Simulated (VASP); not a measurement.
Wanted: the native input for a VASP 6.6.1 run.

```
Task                   : single point
Functional             : PBE
Potentials or basis    : VASP PAW PBE potentials, release 64 (Os)
Cutoff                 : 600 eV
k mesh                 : 8 × 8 × 8
Occupations            : gaussian, width 0.05 eV
Spin                   : no spin polarisation
Dipole correction      : no
Further INCAR settings : ALGO = Normal; EDIFF = 1e-06; NBANDS = 10
```

The structure of Os lies in POSCAR:

```
Os
1.0
    0.0000000000      1.9479114773      1.9479114773
    1.9479114773      0.0000000000      1.9479114773
    1.9479114773      1.9479114773      0.0000000000
Os
1
Direct
    0.0000000000      0.0000000000      0.0000000000
```

This isn't the form of Os at room conditions, which is hcp.

These files were run (other wordings do the same):

INCAR

```
SYSTEM = Os
PREC = Accurate
ENCUT = 600
EDIFF = 1E-6
ISMEAR = 0
SIGMA = 0.05
LREAL = .FALSE.
LASPH = .TRUE.
NELM = 120
ALGO = Normal
ISIF = 2
LWAVE = .FALSE.
LCHARG = .FALSE.
GGA = PE
NBANDS = 10
GGA_COMPAT = .FALSE.
```

KPOINTS

```
regular mesh
0
G
  8 8 8
  0 0 0
```

Potentials or basis: VASP PAW PBE potentials, release 64 (Os).

Launch:

```console
$ cat potpaw_PBE.64/Os/POTCAR > POTCAR
$ mpirun -np 1 vasp_std > vasp.out
```

Results of the run:

- Pressure: -11.5 GPa
- Band gap on the k mesh: zero (bands 4 and 5 overlap by 3.10 eV)

Caveat: the cell stands under tension; spin-orbit coupling is left out, which moves the levels of the heavy elements.

It took 5.8 s on 1 thread of AMD EPYC 7R13 Processor (Zen 3) (shared host), peak memory 0.11 GiB.
